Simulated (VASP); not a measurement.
Crystal: Cr.

```
CELL_PARAMETERS angstrom
-1.44195 1.44195 1.44195
1.44195 -1.44195 1.44195
1.44195 1.44195 -1.44195
ATOMIC_POSITIONS crystal
Cr 0.00000 0.00000 0.00000
```

- Program: VASP 6.6.1
- Task: relaxation of cell and atoms
- Functional: revPBE
- Potentials or basis: VASP PAW PBE potentials, release 64 (Cr_pv)
- Cutoff: 600 eV
- k mesh: 15 × 15 × 15
- Occupations: fermi-dirac, width 0.1 eV
- Spin: no spin polarisation

At the start: pressure -5.6 GPa; volume 11.99 Å³/atom.

Problem. How do energy, volume and symmetry change on relaxing?

Solution. Over 3 steps the energy falls by 5.1 meV/atom and the volume is 11.71 Å³/atom (-2.4 %); space group Im-3m (No. 229, to 0.05 Å).

Step by step:
```tsv
step	energy change (eV)	largest force (eV/Å)	pressure (GPa)	volume (Å³)
1	0.0000	0.0000	-5.60	11.99
2	0.0077	0.0000	9.90	11.28
3	-0.0051	0.0000	-0.05	11.71
```

Final structure:
```
Cr
1.0
    -1.43052    1.43052    1.43052
     1.43052   -1.43052    1.43052
     1.43052    1.43052   -1.43052
Cr
1
Direct
  0.00000 0.00000 0.00000
```

Caveat: the PAW data sets were made with another functional, which shifts forces and pressure a little; the run has no spin polarisation, though such a crystal can be magnetic.
